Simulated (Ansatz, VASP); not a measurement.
## SiNi in VASP and in Ansatz

```
Ni Si
1.0
     3.04057    0.00000    0.00000
    -1.52029    2.63321    0.00000
     0.00000    0.00000    2.97976
Ni Si
1 1
Direct
  0.00000 0.00000 0.00000
  0.33333 0.66667 0.50000
```

Alike in both runs: task relaxation of cell and atoms; functional PBE; k mesh 14 × 14 × 13; occupations fermi-dirac, width 0.1 eV; no spin polarisation.

|  | VASP | Ansatz |
| --- | --- | --- |
| version | VASP 6.6.1 | Ansatz 0.2.0 |
| potentials or method | VASP PAW PBE potentials, release 64 (Ni, Si) | PAW with Ansatz's default frozen-core files, scalar-relativistic |
| plane-wave cutoff (eV) | 600 | 420 |
| valence electrons in the cell | 14 | 22 |

```tsv
	VASP	Ansatz	Ansatz less VASP
relaxed volume (Å³/atom)	13.09	13.09	+0.005
relaxed cell length with the largest relative difference (Å)	2.491	2.487	-0.0032
```

VASP's potentials hold 14 valence electrons a cell and Ansatz's 22, so a difference there can come from the potentials and not from the codes.
